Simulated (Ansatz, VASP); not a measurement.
# SnSe in VASP and in Ansatz

File POSCAR:

```
SnSe
1.0
    4.2860948229      0.0000000000      0.0000000000
    0.0000000000      4.2860948229      0.0000000000
    0.0000000000      0.0000000000     10.9898489716
Sn Se
2 2
Direct
    0.5000000000      0.0000000000      0.3873178122
    0.0000000000      0.5000000000      0.6286059735
    0.5000000000      0.0000000000      0.6150878825
    0.0000000000      0.5000000000      0.3849121175
```

The input INCAR.step1:

```
  ALGO = Normal
  EDIFF = 1E-4
  ENCUT = 520
  GGA = PE
  ISMEAR = 0
  LASPH = True
  LCHARG = False
  LREAL = False
  LWAVE = True
  NBANDS = 28
  NELM = 80
  PREC = Accurate
  SIGMA = 0.05
```

INCAR.step2

```
  ALGO = Normal
  EDIFF = 1E-7
  ENCUT = 520
  ISIF = 2
  ISMEAR = 0
  ISTART = 1
  LASPH = True
  LCHARG = False
  LMIXTAU = True
  LREAL = False
  LWAVE = False
  METAGGA = R2SCAN
  NBANDS = 28
  NELM = 80
  PREC = Accurate
  SIGMA = 0.05
```

KPOINTS

```
k-points
0
Gamma
  6 6 4
```

Input for Ansatz:

```yaml
crystal:
  lattice:
    - [4.2860948229, 0.0, 0.0]
    - [0.0, 4.2860948229, 0.0]
    - [0.0, 0.0, 10.9898489716]
  atoms:
    - { symbol: Sn, position: [0.5, 0.0, 0.3873178122] }
    - { symbol: Sn, position: [0.0, 0.5, 0.6286059735] }
    - { symbol: Se, position: [0.5, 0.0, 0.6150878825] }
    - { symbol: Se, position: [0.0, 0.5, 0.3849121175] }
basis:
  ecutwfc: 500
kpoints:
  mp_grid: { grid: [6, 6, 4] }
hamiltonian:
  xc: r2scan
scf:
  occupations: { method: gaussian, width: 0.05 }
output:
  forces: true
  stress: true
  eigenvalues: true
  write_density: true
  write_potential: true
  elf: true
  volumetric_format: npy
```

Alike in both runs: task single point; functional r2SCAN; k mesh 6 × 6 × 4; occupations gaussian, width 0.05 eV; no spin polarisation.

|  | VASP | Ansatz |
| --- | --- | --- |
| version | VASP 6.6.1 | Ansatz 0.2.0 |
| potentials or method | VASP PAW PBE potentials, release 64 (Sn_d, Se), cutoff 520 eV | scalar-relativistic, plane waves, PAW |
| valence electrons in the cell | 40 | 60 |

|  | VASP | Ansatz | Ansatz less VASP |
| --- | --- | --- | --- |
| gap on the k mesh at the Fermi level (eV) | 1.59 | 1.59 | +0.009 |
| least direct gap on the mesh (eV) | 1.59 | 1.59 | +0.009 |
| rms of the force components (eV/Å) | 0.646 | 0.637 | -0.0083 |

VASP's potentials were made for PBE, not for r2SCAN. Atom by atom the forces differ by 0.011 eV/Å (rms over components). VASP's potentials hold 40 valence electrons a cell and Ansatz's 60, so a difference there can come from the potentials and not from the codes. Ansatz's warnings: xc potential rough in thin density.
